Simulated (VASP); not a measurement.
# CuSi16 (a cell with a defect) in VASP: single point with PBE+D3(BJ)

Aim: the single point of CuSi16 (a cell with a defect) with PBE+D3(BJ).

All numbers are computed with VASP 6.6.1; they aren't measurements. Logs are shortened: lines on timing, memory, paths and dates and some standing lists are left out, and cuts for length are marked.

## Step 1: The cell of the first run

The cell holds a defect, 17 atoms: a = 7.679 Å, b = 7.679 Å, c = 7.679 Å, α = 60.00°, β = 60.00°, γ = 60.00°.

## Step 2: Single point, PBE+D3(BJ), collinear spin

The input, INCAR:

```
ALGO     = Normal         # electronic algorithm
EDIFF    = 1E-7           # SCF threshold, eV
ENCUT    = 520            # plane-wave cutoff, eV
GGA      = PE             # functional
ISIF     = 2              # what is computed and relaxed
ISMEAR   = -1             # smearing method
ISPIN    = 2              # spin polarisation
IVDW     = 12             # dispersion correction
LASPH    = T              # aspherical terms in the spheres
LCHARG   = T              # write CHGCAR
LELF     = T              # ELF
LMAXMIX  = 4              # l up to which the mixer works
LORBIT   = 11             # projections on sites
LREAL    = Auto         
LVHAR    = T            
LWAVE    = F              # write WAVECAR
MAGMOM   = 0 0 0 0 0 0 0 0 0 0 0 0 0 0 0 0 1 # initial moments
NBANDS   = 56             # bands
NELM     = 150            # most SCF steps
PREC     = Accurate       # precision mode
SIGMA    = 0.05           # smearing width, eV
```

The input, KPOINTS:

```
k-points
0
Gamma
  2 2 2
```

The input, POSCAR:

```
CuSi16
1.0
    0.0000000000      5.4300000000      5.4300000000
    5.4300000000      0.0000000000      5.4300000000
    5.4300000000      5.4300000000      0.0000000000
Si Cu
16 1
Direct
   -0.0000021667      0.0006719377     -0.0000285760
    0.1243080994      0.1257670610      0.1242560500
    0.0003350211      0.0008639158      0.4979599944
    0.1246178630      0.1232946429      0.6256113124
   -0.0000261450      0.4994551834     -0.0000529895
    0.1236870563      0.6263217377      0.1237174567
   -0.0042155463      0.5014210696      0.5013359001
    0.1245435780      0.6265004220      0.6255885015
    0.4980116607      0.0008557686      0.0003000620
    0.6256378562      0.1232701265      0.1246241400
    0.5026725635     -0.0079672082      0.5026624951
    0.6259690298      0.1239758153      0.6259341650
    0.5013068835      0.5013814146     -0.0041068504
    0.6256154923      0.6264925486      0.1245493694
    0.5025722471      0.5024974400      0.5025616824
    0.6266578424      0.6231286569      0.6267569729
    0.3776482748      0.3720305776      0.3778249939
```

Potentials or basis: VASP PAW PBE potentials, release 64 (Si, Cu).

The run is started by

```sh
cat potpaw_PBE.64/Si/POTCAR potpaw_PBE.64/Cu/POTCAR > POTCAR
mpirun -np 1 vasp_std > vasp.out
```

OUTCAR:

```text
EDIFF = 1E-7
   ENCUT = 520
   GGA = PE
   ISIF = 2
   ISMEAR = -1
   ISPIN = 2
   IVDW = 12
   LASPH = T
   LORBIT = 11
   LREAL = Auto
   NELM = 150
   PREC = Accurate
 IVDW          = 12

 ion  position               nearest neighbor table
   1  1.000  0.001  1.000-   2 2.34   6 2.35  10 2.35   4 2.35
   2  0.124  0.126  0.124-   5 2.34   1 2.34   9 2.34   3 2.34
   3  0.000  0.001  0.498-   2 2.34   8 2.35   4 2.35  12 2.35
   4  0.125  0.123  0.626-   1 2.35   3 2.35  11 2.37   7 2.37  17 2.72
   5  1.000  0.499  1.000-   2 2.34   6 2.35  14 2.35   8 2.35
   6  0.124  0.626  0.124-   5 2.35   1 2.35   7 2.37  13 2.37  17 2.76
   7  0.996  0.501  0.501-  16 2.31   6 2.37   8 2.37   4 2.37  17 2.39
   8  0.125  0.627  0.626-   5 2.35   3 2.35  15 2.37   7 2.37  17 2.73
   9  0.498  0.001  0.000-   2 2.34  14 2.35  10 2.35  12 2.35
  10  0.626  0.123  0.125-   1 2.35   9 2.35  11 2.37  13 2.37  17 2.73
  11  0.503  0.992  0.503-  16 2.31  10 2.37   4 2.37  12 2.37  17 2.38
  12  0.626  0.124  0.626-   9 2.35   3 2.35  11 2.37  15 2.37  17 2.70
  13  0.501  0.501  0.996-  16 2.31   6 2.37  14 2.37  10 2.37  17 2.39
  14  0.626  0.626  0.125-   5 2.35   9 2.35  15 2.37  13 2.37  17 2.73
  15  0.503  0.502  0.503-  16 2.31  14 2.37   8 2.37  12 2.37  17 2.38
  16  0.627  0.623  0.627-  11 2.31  15 2.31   7 2.31  13 2.31
  17  0.378  0.372  0.378-  11 2.38  15 2.38   7 2.39  13 2.39  12 2.70   4 2.72  10 2.73   8 2.73
                            14 2.73   6 2.76

  LATTYP: Found a face centered cubic cell.
 ALAT       =    10.8600000000

  Lattice vectors:

 A1 = (   0.0000000000,   5.4300000000,   5.4300000000)
 A2 = (   5.4300000000,   0.0000000000,   5.4300000000)
 A3 = (   5.4300000000,   5.4300000000,   0.0000000000)

Analysis of symmetry for initial positions (statically):
=====================================================================
 Subroutine PRICEL returns:
 Original cell was already a primitive cell.

 Routine SETGRP: Setting up the symmetry group for a
 face centered cubic supercell.

 Subroutine GETGRP returns: Found  1 space group operations
 (whereof  1 operations were pure point group operations)
 out of a pool of 48 trial point group operations.

The static configuration has the point symmetry C_1 .

Analysis of symmetry for dynamics (positions and initial velocities):
=====================================================================
 Subroutine PRICEL returns:
 Original cell was already a primitive cell.

 Routine SETGRP: Setting up the symmetry group for a
 face centered cubic supercell.

 Subroutine GETGRP returns: Found  1 space group operations
 (whereof  1 operations were pure point group operations)
 out of a pool of 48 trial point group operations.

The dynamic configuration has the point symmetry C_1 .

Analysis of structural, dynamic, and magnetic symmetry:
=====================================================================
 Subroutine PRICEL returns:
 Original cell was already a primitive cell.

 Routine SETGRP: Setting up the symmetry group for a
 face centered cubic supercell.

 Subroutine GETGRP returns: Found  1 space group operations
 (whereof  1 operations were pure point group operations)
 out of a pool of 48 trial point group operations.

The overall configuration has the point symmetry C_1 .

 Subroutine INISYM returns: Found  1 space group operations
 (whereof  1 operations are pure point group operations),
 and found     1 'primitive' translations

----------------------------------------------------------------------------------------

                                     Primitive cell

  volume of cell :     320.2060

  direct lattice vectors                    reciprocal lattice vectors
     0.000000000  5.430000000  5.430000000    -0.092081031  0.092081031  0.092081031
     5.430000000  0.000000000  5.430000000     0.092081031 -0.092081031  0.092081031
     5.430000000  5.430000000  0.000000000     0.092081031  0.092081031 -0.092081031

  length of vectors
     7.679179644  7.679179644  7.679179644     0.159489025  0.159489025  0.159489025

  position of ions in fractional coordinates (direct lattice)
     0.999997833  0.000671938  0.999971424
     0.124308099  0.125767061  0.124256050
     0.000335021  0.000863916  0.497959994
     0.124617863  0.123294643  0.625611312
     0.999973855  0.499455183  0.999947011
     0.123687056  0.626321738  0.123717457
[... 9 lines left out ...]
     0.626657842  0.623128657  0.626756973
     0.377648275  0.372030578  0.377824994
[... 44 lines left out ...]

 Found      8 irreducible k-points:

 Following reciprocal coordinates:
            Coordinates               Weight
  0.000000  0.000000  0.000000      1.000000
  0.500000  0.000000  0.000000      1.000000
  0.000000  0.500000  0.000000      1.000000
  0.000000  0.000000  0.500000      1.000000
  0.500000  0.500000  0.500000      1.000000
  0.500000  0.500000  0.000000      1.000000
  0.000000  0.500000  0.500000      1.000000
  0.500000  0.000000  0.500000      1.000000
   k-points           NKPTS =      8   k-points in BZ     NKDIM =      8   number of bands    NBANDS=     56
   number of dos      NEDOS =    301   number of ions     NIONS =     17
   total plane-waves  NPLWV = 216000
   dimension x,y,z NGX =    60 NGY =   60 NGZ =   60
   dimension x,y,z NGXF=   120 NGYF=  120 NGZF=  120
   ions per type =              16   1
   NGX,Y,Z   is equivalent  to a cutoff of  12.99, 12.99, 12.99 a.u.
   NGXF,Y,Z  is equivalent  to a cutoff of  25.98, 25.98, 25.98 a.u.
 SYSTEM =  unknown system
   PREC   = accura    normal or accurate (medium, high low for compatibility)
   ISTART =      0    job   : 0-new  1-cont  2-samecut
   ICHARG =      2    charge: 1-file 2-atom 10-const
   ISPIN  =      2    spin polarized calculation?
   LNONCOLLINEAR =      F non collinear calculations
   LSORBIT =      F    spin-orbit coupling
   LASPH  =      T    aspherical Exc in radial PAW
   ENCUT  =  520.0 eV  38.22 Ry    6.18 a.u.  14.28 14.28 14.28*2*pi/ulx,y,z
   NELM   =    150;   NELMIN=  2; NELMDL= -5     # of ELM steps
   EDIFF  = 0.1E-06   stopping-criterion for ELM
   LREAL  =      T    real-space projection
   EDIFFG = 0.1E-05   stopping-criterion for IOM
   NSW    =      0    number of steps for IOM
   IBRION =     -1    ionic relax: 0-MD 1-quasi-New 2-CG
   NFREE  =      0    steps in history (QN), initial steepest desc. (CG)
   ISIF   =      2    stress and relaxation
   ISYM   =      2    0-nonsym 1-usesym 2-fastsym
   POTIM  = 0.5000    time-step for ionic-motion
   TEBEG  =    0.0;   TEEND  =   0.0 temperature during run
   PSTRESS=    0.0 pullay stress
   NELECT =      75.0000    total number of electrons
   NUPDOWN=      -1.0000    fix difference up-down
   EMIN   =  10.00;   EMAX   =-10.00  energy-range for DOS
   EFERMI =   0.00;   METHOD = LEGACY
   ISMEAR =    -1;   SIGMA  =   0.05  broadening in eV -4-tet -1-fermi 0-gaus
   EFERMI_NEDOS =   21; number of points for ismear=-14 and -15
   IALGO  =     38    algorithm
   IMIX   =      4    mixing-type and parameters
     AMIX     =   0.40;   BMIX     =  1.00
     AMIX_MAG =   1.60;   BMIX_MAG =  1.00
  volume/ion in A,a.u.               =      18.84       127.11
  Fermi-wavevector in a.u.,A,eV,Ry     =   1.009142  1.907001 13.855720  1.018367
  Thomas-Fermi vector in A             =   2.142052
   LORBIT       =     11    0 simple, 1 ext, 2 COOP (PROOUT), +10 PAW based schemes
   GGA     = PE    functional components
   LHFCALC =     F    Hartree Fock is set to
   AEXX    =    0.0000 exact exchange contribution
   IVDW    =    12    specifies the selected vdW correction
   LEPSILON=     F    determine dielectric tensor
   LRPA    =     F    only Hartree local field effects (RPA)
 spin polarized calculation
  energy-cutoff  :      520.00
  volume of cell :      320.21
 maximum number of plane-waves:      8646
 NGX is ok and might be reduce to    60
   NGX = 29   NGY = 29   NGZ = 29

 number of electron      74.9999998 magnetization       0.0009214

 number of electron      74.9999998 magnetization      -0.0000810

 Free energy of the ion-electron system (eV)
  ---------------------------------------------------
  ext. energy  EPLUGINS =         0.00000000
  ---------------------------------------------------
  free energy    TOTEN  =       -87.49224845 eV

  energy without entropy =      -87.42184507  energy(sigma->0) =      -87.45704676

 E-fermi :   6.8784     XC(G=0):  -9.6680

 val. band max:        6.8775776001   @ k =   0.5000   0.5000   0.5000
 cond. band min:       6.8803181651   @ k =   0.5000   0.0000   0.0000
 fundamental gap:      0.0027405651
 Fermi energy:         6.8784219661

 spin component 1

 k-point     1 :       0.0000    0.0000    0.0000
  band No.  band energies     occupation
      1      -5.9328      1.00000
      2      -3.5398      1.00000
      3      -3.5392      1.00000
      4      -3.5347      1.00000
      5      -3.5308      1.00000
      6      -2.0357      1.00000
[... 405 lines left out ...]
     48      10.4667      0.00000
     49      10.4787      0.00000
 Fermi energy:         6.8784219661

 spin component 2

 k-point     1 :       0.0000    0.0000    0.0000
  band No.  band energies     occupation
      1      -5.9328      1.00000
      2      -3.5398      1.00000
      3      -3.5392      1.00000
      4      -3.5347      1.00000
      5      -3.5308      1.00000
      6      -2.0357      1.00000
[... 405 lines left out ...]
     48      10.4667      0.00000
     49      10.4787      0.00000
 [bands above 49 left out]

------------------------ aborting loop because EDIFF is reached ----------------------------------------

 Edisp (eV)   -5.66876

 E8    (eV) :    -2.3510

  FORCE on cell =-STRESS in cart. coord.  units (eV):
  Direction    XX          YY          ZZ          XY          YZ          ZX
  --------------------------------------------------------------------------------------
  -------------------------------------------------------------------------------------
  Total       2.62311     2.63232     2.62297    -0.00686    -0.00385     0.11834
  in kB      13.12495    13.17105    13.12423    -0.03433    -0.01928     0.59213
  external pressure =       13.14 kB  Pullay stress =        0.00 kB

 VOLUME and BASIS-vectors are now :
 -----------------------------------------------------------------------------
  energy-cutoff  :      520.00
  volume of cell :      320.21
      direct lattice vectors                 reciprocal lattice vectors
     0.000000000  5.430000000  5.430000000    -0.092081031  0.092081031  0.092081031
     5.430000000  0.000000000  5.430000000     0.092081031 -0.092081031  0.092081031
     5.430000000  5.430000000  0.000000000     0.092081031  0.092081031 -0.092081031

 POSITION                                       TOTAL-FORCE (eV/Angst)
 -----------------------------------------------------------------------------------
      5.43349     10.85983      5.43364         0.001384      0.004180      0.001318
      1.35763      1.34970      1.35791        -0.000310      0.009627     -0.000588
      2.70861      2.70574      0.00651        -0.005084     -0.005374      0.004933
      4.06656      4.07374      1.34616         0.004207     -0.003485     -0.001525
      8.14175     10.85957      8.14190        -0.001268      0.003842     -0.001337
      4.07271      1.34341      4.07255        -0.000296      0.001477     -0.000009
[... 9 lines left out ...]
      6.78688      6.80604      6.78634         0.000234     -0.001847      0.000378
      4.07172      4.10222      4.07076         0.000140     -0.003776      0.000251
 -----------------------------------------------------------------------------------
    total drift:                               -0.000099      0.003335     -0.000905

  FREE ENERGIE OF THE ION-ELECTRON SYSTEM (eV)
  ---------------------------------------------------
  free  energy   TOTEN  =       -93.1610066506 eV

  energy  without entropy=      -93.0906032706  energy(sigma->0) =      -93.12580496

 total charge

# of ion       s       p       d       tot
------------------------------------------
    1        0.741   0.955   0.000   1.696
    2        0.739   0.963   0.000   1.702
    3        0.741   0.954   0.000   1.696
    4        0.737   0.948   0.000   1.685
    5        0.741   0.955   0.000   1.696
    6        0.738   0.948   0.000   1.686
[... 9 lines left out ...]
   16        0.771   0.950   0.000   1.721
   17        0.469   0.397   9.228  10.094
--------------------------------------------------
tot         12.293  15.691   9.228  37.211

 magnetization (x)

# of ion       s       p       d       tot
------------------------------------------
    1       -0.000  -0.000   0.000  -0.000
    2       -0.000   0.000   0.000   0.000
    3       -0.000  -0.000   0.000  -0.000
    4       -0.000   0.000   0.000  -0.000
    5       -0.000  -0.000   0.000  -0.000
    6       -0.000   0.000   0.000   0.000
[... 9 lines left out ...]
   16       -0.000  -0.000   0.000  -0.000
   17       -0.000  -0.000   0.000  -0.000
--------------------------------------------------
tot         -0.000  -0.000   0.000  -0.000
```

It took 37 min on 1 thread of Intel Xeon 8259CL, shared host; peak memory 0.74 GiB.

Results:

- Free energy: -93.1610 eV
- Pressure: 1.3 GPa
- Largest force: 0.018 eV/Å
- Net moment: 0.00 μB per cell
- Valence electrons inside the program's atomic spheres: Si 1.70, 1.69, 1.68, 1.72 (each value once); Cu 10.09
- Dispersion energy per atom: -0.333 eV

Forces on the atoms (eV/Å):
```
Si   0.001  0.004  0.001
Si   0.000  0.010 -0.001
Si  -0.005 -0.005  0.005
Si   0.004 -0.003 -0.002
Si  -0.001  0.004 -0.001
Si   0.000  0.001  0.000
Si   0.005 -0.007 -0.005
Si   0.001 -0.003 -0.004
Si   0.005 -0.005 -0.005
Si  -0.002 -0.004  0.004
Si  -0.011  0.009 -0.011
Si   0.000  0.006  0.001
Si  -0.004 -0.006  0.004
Si  -0.004 -0.003  0.001
Si   0.010  0.008  0.010
Si   0.000 -0.002  0.000
Cu   0.000 -0.004  0.000
```

Stress tensor (GPa, compression positive):
```
1.31 0.00 0.06
0.00 1.32 0.00
0.06 0.00 1.31
```

Caveat: the k points lie up to 0.50 Å⁻¹ apart.
